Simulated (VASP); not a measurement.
# AlCu (Cmmm) in VASP: single point with r2SCAN

Aim: the single point of AlCu with r2SCAN.

All numbers are computed with VASP 6.6.1; they aren't measurements. Logs are shortened: lines on timing, memory, paths and dates and some standing lists are left out, and cuts for length are marked.

## (1) The cell of the first run

The structure is orthorhombic, space group Cmmm (No. 65). The conventional cell has a = 4.176 Å, b = 4.303 Å, c = 2.998 Å, α = 90.00°, β = 90.00°, γ = 90.00°. Al (site symmetry mmm) has 8 Cu at 2.57 to 2.62 Å and 6 Al at 3.00 Å within 3.4 Å. Within 3.4 Å of Cu (site symmetry mmm) lie 8 Al at 2.57 to 2.62 Å and 6 Cu at 3.00 Å.

## (2) Single point, r2SCAN (strain -0.0300 x Voigt [0, 0, 0, 0, 0, 1])

File POSCAR:

```
AlCu
1.0
    2.9975090000     -0.0449626350      0.0000000000
   -0.0449626350      2.9975090000      0.0000000000
    0.0000000000      0.0000000000      2.9975090000
Al Cu
1 1
Direct
    0.0000000000      0.0000000000      0.0000000000
    0.5000000000      0.5000000000      0.5000000000
```

File INCAR.step1:

```
SYSTEM = AlCu
PREC = Accurate
ENCUT = 520
ISMEAR = 0
SIGMA = 0.15
LREAL = .False.
LASPH = .True.
NELM = 80
NBANDS = 14
GGA = PE
ALGO = Normal
EDIFF = 1E-4
LWAVE = .True.
LCHARG = .False.
```

File INCAR.step2:

```
SYSTEM = AlCu
PREC = Accurate
ENCUT = 520
EDIFF = 1E-7
ISMEAR = 0
SIGMA = 0.15
LREAL = .False.
LASPH = .True.
NELM = 80
ALGO = Normal
ISIF = 2
LWAVE = .False.
LCHARG = .False.
METAGGA = R2SCAN
LMIXTAU = .True.
NBANDS = 14
ISTART = 1
```

File KPOINTS:

```
Automatic mesh
0
Gamma
  16 16 16
  0 0 0
```

Potentials or basis: VASP PAW PBE potentials, release 64 (Al, Cu).

Launch:

```
$ cat potpaw_PBE.64/Al/POTCAR potpaw_PBE.64/Cu/POTCAR > POTCAR
$ cp INCAR.step1 INCAR
$ mpirun -np 1 vasp_std > vasp.out
$ cp INCAR.step2 INCAR
$ mpirun -np 1 vasp_std > vasp.out
```

OUTCAR:

```text
SYSTEM = AlCu
   PREC = Accurate
   ENCUT = 520
   EDIFF = 1E-7
   ISMEAR = 0
   LREAL = .False.
   LASPH = .True.
   NELM = 80
   ISIF = 2
   METAGGA = R2SCAN
   ISTART = 1

 ion  position               nearest neighbor table
   1  0.000  0.000  0.000-   2 2.57   2 2.57   2 2.57   2 2.57   2 2.62   2 2.62   2 2.62   2 2.62

   2  0.500  0.500  0.500-   1 2.57   1 2.57   1 2.57   1 2.57   1 2.62   1 2.62   1 2.62   1 2.62

  LATTYP: Found a base centered orthorhombic cell.
 ALAT       =     4.1755311129
 B/A-ratio  =     1.0304568528
 C/A-ratio  =     0.7178749048

  Lattice vectors:

 A1 = (   2.9975090000,  -0.0449626350,   0.0000000000)
 A2 = (  -0.0449626350,   2.9975090000,   0.0000000000)
 A3 = (   0.0000000000,   0.0000000000,   2.9975090000)

Analysis of symmetry for initial positions (statically):
=====================================================================
 Subroutine PRICEL returns:
 Original cell was already a primitive cell.

 Routine SETGRP: Setting up the symmetry group for a
 base centered orthorhombic supercell.

 Subroutine GETGRP returns: Found  8 space group operations
 (whereof  8 operations were pure point group operations)
 out of a pool of  8 trial point group operations.

The static configuration has the point symmetry D_2h.

Analysis of symmetry for dynamics (positions and initial velocities):
=====================================================================
 Subroutine PRICEL returns:
 Original cell was already a primitive cell.

 Routine SETGRP: Setting up the symmetry group for a
 base centered orthorhombic supercell.

 Subroutine GETGRP returns: Found  8 space group operations
 (whereof  8 operations were pure point group operations)
 out of a pool of  8 trial point group operations.

The dynamic configuration has the point symmetry D_2h.

 Subroutine INISYM returns: Found  8 space group operations
 (whereof  8 operations are pure point group operations),
 and found     1 'primitive' translations

----------------------------------------------------------------------------------------

                                     Primitive cell

  volume of cell :      26.9267

  direct lattice vectors                    reciprocal lattice vectors
     2.997509000 -0.044962635  0.000000000     0.333685420  0.005005281  0.000000000
    -0.044962635  2.997509000  0.000000000     0.005005281  0.333685420  0.000000000
     0.000000000  0.000000000  2.997509000     0.000000000  0.000000000  0.333610341

  length of vectors
     2.997846201  2.997846201  2.997509000     0.333722958  0.333722958  0.333610341

  position of ions in fractional coordinates (direct lattice)
     0.000000000  0.000000000  0.000000000
     0.500000000  0.500000000  0.500000000

  ion indices of the primitive-cell ions
   primitive index   ion index
                 1           1
                 2           2

----------------------------------------------------------------------------------------

 KPOINTS: Automatic mesh

Automatic generation of k-mesh.
 Grid dimensions read from file:
 generate k-points for:   16   16   16

 Generating k-lattice:

  Cartesian coordinates                     Fractional coordinates (reciprocal lattice)
     0.020855339  0.000312830  0.000000000     0.062500000  0.000000000  0.000000000
     0.000312830  0.020855339  0.000000000     0.000000000  0.062500000  0.000000000
     0.000000000  0.000000000  0.020850646     0.000000000  0.000000000  0.062500000

  Length of vectors
     0.020857685  0.020857685  0.020850646

  Shift w.r.t. Gamma in fractional coordinates (k-lattice)
     0.000000000  0.000000000  0.000000000

 Subroutine IBZKPT returns following result:
 ===========================================

 Found    657 irreducible k-points:

 Following reciprocal coordinates:
            Coordinates               Weight
  0.000000  0.000000  0.000000      1.000000
  0.062500 -0.000000  0.000000      4.000000
  0.125000 -0.000000  0.000000      4.000000
  0.187500 -0.000000  0.000000      4.000000
  0.250000 -0.000000  0.000000      4.000000
  0.312500  0.000000  0.000000      4.000000
[... 16 lines left out ...]
 -0.125000  0.062500  0.000000      4.000000
 -0.062500  0.062500  0.000000      2.000000
 [... further k-points ...]
   k-points           NKPTS =    657   k-points in BZ     NKDIM =    657   number of bands    NBANDS=     14
   number of dos      NEDOS =    301   number of ions     NIONS =      2
   total plane-waves  NPLWV =  13824
   dimension x,y,z NGX =    24 NGY =   24 NGZ =   24
   dimension x,y,z NGXF=    48 NGYF=   48 NGZF=   48
   ions per type =               1   1
   NGX,Y,Z   is equivalent  to a cutoff of  13.31, 13.31, 13.31 a.u.
   NGXF,Y,Z  is equivalent  to a cutoff of  26.62, 26.62, 26.62 a.u.
 SYSTEM =  AlCu
   PREC   = accura    normal or accurate (medium, high low for compatibility)
   ISTART =      1    job   : 0-new  1-cont  2-samecut
   ICHARG =      0    charge: 1-file 2-atom 10-const
   ISPIN  =      1    spin polarized calculation?
   LNONCOLLINEAR =      F non collinear calculations
   LSORBIT =      F    spin-orbit coupling
   LASPH  =      T    aspherical Exc in radial PAW
   ENCUT  =  520.0 eV  38.22 Ry    6.18 a.u.   5.57  5.57  5.57*2*pi/ulx,y,z
   NELM   =     80;   NELMIN=  2; NELMDL=  0     # of ELM steps
   EDIFF  = 0.1E-06   stopping-criterion for ELM
   LREAL  =      F    real-space projection
   EDIFFG = 0.1E-05   stopping-criterion for IOM
   NSW    =      0    number of steps for IOM
   IBRION =     -1    ionic relax: 0-MD 1-quasi-New 2-CG
   NFREE  =      0    steps in history (QN), initial steepest desc. (CG)
   ISIF   =      2    stress and relaxation
   ISYM   =      2    0-nonsym 1-usesym 2-fastsym
   POTIM  = 0.5000    time-step for ionic-motion
   TEBEG  =    0.0;   TEEND  =   0.0 temperature during run
   PSTRESS=    0.0 pullay stress
   NELECT =      14.0000    total number of electrons
   NUPDOWN=      -1.0000    fix difference up-down
   EMIN   =  10.00;   EMAX   =-10.00  energy-range for DOS
   EFERMI =   0.00;   METHOD = LEGACY
   ISMEAR =     0;   SIGMA  =   0.15  broadening in eV -4-tet -1-fermi 0-gaus
   EFERMI_NEDOS =   21; number of points for ismear=-14 and -15
   IALGO  =     38    algorithm
   IMIX   =      4    mixing-type and parameters
     AMIX     =   0.40;   BMIX     =  1.00
     AMIX_MAG =   1.60;   BMIX_MAG =  1.00
  volume/ion in A,a.u.               =      13.46        90.86
  Fermi-wavevector in a.u.,A,eV,Ry     =   1.316405  2.487645 23.577844  1.732923
  Thomas-Fermi vector in A             =   2.446520
   LORBIT       =      0    0 simple, 1 ext, 2 COOP (PROOUT), +10 PAW based schemes
   METAGGA = R2SCAN    functional components
   LHFCALC =     F    Hartree Fock is set to
   AEXX    =    0.0000 exact exchange contribution
   IVDW    =     0    specifies the selected vdW correction
   LEPSILON=     F    determine dielectric tensor
   LRPA    =     F    only Hartree local field effects (RPA)
 non-spin polarized calculation
 Gauss-broadening in eV      SIGMA  =   0.15
  energy-cutoff  :      520.00
  volume of cell :       26.93
 maximum number of plane-waves:       744
   NGX = 11   NGY = 11   NGZ = 11

 number of electron      14.0000017 magnetization

 Free energy of the ion-electron system (eV)
  ---------------------------------------------------
  ext. energy  EPLUGINS =         0.00000000
  ---------------------------------------------------
  free energy    TOTEN  =       -17.88642705 eV

  energy without entropy =      -17.88043409  energy(sigma->0) =      -17.88343057

 E-fermi :   9.0537     XC(G=0): -12.4264

 val. band max:        9.0535489361   @ k =  -0.3750   0.3750   0.0000
 cond. band min:       9.0615974941   @ k =   0.5000   0.5000   0.0000
 fundamental gap:      0.0080485580
 Fermi energy:         9.0536514932

 k-point     1 :       0.0000    0.0000    0.0000
  band No.  band energies     occupation
      1      -3.0984      2.00000
      2       3.9017      2.00000
      3       3.9072      2.00000
      4       4.9628      2.00000
      5       4.9932      2.00000
      6       5.0246      2.00000
      7      13.0063      0.00000
      8      13.1222      0.00000
      9      13.2638      0.00000
     10      15.4875      0.00000
     11      15.4946      0.00000
     12      20.1224      0.00000
     13      28.2659      0.00000
     14      28.3178      0.00000

 k-point     2 :       0.0625   -0.0000    0.0000
  band No.  band energies     occupation
      1      -3.0286      2.00000
      2       3.9073      2.00000
      3       3.9145      2.00000
      4       4.9525      2.00000
      5       4.9742      2.00000
      6       5.0178      2.00000
      7      12.2170      0.00000
      8      13.2063      0.00000
      9      13.2290      0.00000
     10      15.5163      0.00000
     11      16.2915      0.00000
     12      20.3993      0.00000
     13      27.2945      0.00000
     14      27.4853      0.00000

 k-point     3 :       0.1250   -0.0000    0.0000
  band No.  band energies     occupation
      1      -2.8198      2.00000
      2       3.9079      2.00000
      3       3.9438      2.00000
      4       4.9108      2.00000
      5       4.9213      2.00000
      6       5.0119      2.00000
      7      10.7107      0.00000
      8      13.4549      0.00000
      9      13.4644      0.00000
     10      15.5970      0.00000
     11      17.4067      0.00000
     12      21.3079      0.00000
     13      25.7524      0.00000
     14      25.9532      0.00000
[... 324 lines left out ...]
 k-point    23 :      -0.1250    0.0625    0.0000
  band No.  band energies     occupation
      1      -2.7592      2.00000
      2       3.9227      2.00000
      3       3.9495      2.00000
      4       4.8959      2.00000
      5       4.9165      2.00000
      6       4.9912      2.00000
      7      10.7876      0.00000
      8      12.7037      0.00000
      9      13.5267      0.00000
     10      16.1079      0.00000
     11      17.6974      0.00000
     12      21.4330      0.00000
     13      24.3891      0.00000
     14      26.0469      0.00000

 k-point    24 :      -0.0625    0.0625    0.0000
  band No.  band energies     occupation
      1      -2.9633      2.00000
      2       3.9176      2.00000
      3       3.9202      2.00000
      4       4.9505      2.00000
      5       4.9524      2.00000
      6       5.0035      2.00000
      7      12.0833      0.00000
      8      12.6443      0.00000
      9      13.2844      0.00000
     10      15.9288      0.00000
     11      16.6375      0.00000
     12      20.6221      0.00000
     13      25.9579      0.00000
     14      27.5600      0.00000

 [... further k-points ...]

------------------------ aborting loop because EDIFF is reached ----------------------------------------

  FORCE on cell =-STRESS in cart. coord.  units (eV):
  Direction    XX          YY          ZZ          XY          YZ          ZX
  --------------------------------------------------------------------------------------
  -------------------------------------------------------------------------------------
  Total       -0.7751501     -0.7751501     -0.8359255      0.2023241      0.0000000      0.0000000
  in kB      -46.1224796    -46.1224796    -49.7386942     12.0385576      0.0000000      0.0000000
  external PRESSURE =     -47.3278844 kB  Pullay stress =       0.0000000 kB

 VOLUME and BASIS-vectors are now :
 -----------------------------------------------------------------------------
  energy-cutoff  :      520.00
  volume of cell :       26.93
      direct lattice vectors                 reciprocal lattice vectors
     2.997509000 -0.044962635  0.000000000     0.333685420  0.005005281  0.000000000
    -0.044962635  2.997509000  0.000000000     0.005005281  0.333685420  0.000000000
     0.000000000  0.000000000  2.997509000     0.000000000  0.000000000  0.333610341

 POSITION                                       TOTAL-FORCE (eV/Angst)
 -----------------------------------------------------------------------------------
      0.00000      0.00000      0.00000         0.000000      0.000000      0.000000
      1.47627      1.47627      1.49875        -0.000000      0.000000      0.000000
 -----------------------------------------------------------------------------------
    total drift:                                0.000000      0.000000     -0.000000

  FREE ENERGIE OF THE ION-ELECTRON SYSTEM (eV)
  ---------------------------------------------------
  free  energy   TOTEN  =       -17.8864270482 eV

  energy  without entropy=      -17.8804340921  energy(sigma->0) =      -17.88343057
```

It took 3.2 min on 1 thread of Intel Xeon 6975P-C (Granite Rapids), shared host; peak memory 0.36 GiB.

Results:

```yaml
Free_energy: -17.8864 eV
Pressure: -4.7 GPa
Band_gap_on_the_k_mesh: zero (bands 7 and 8 overlap by 4.89 eV)
```

Caveat: the cell differs from its parent crystal (strain -0.0300 x Voigt [0, 0, 0, 0, 0, 1]); the cell stands under tension; the PAW data sets were made with another functional, which shifts forces and pressure a little.
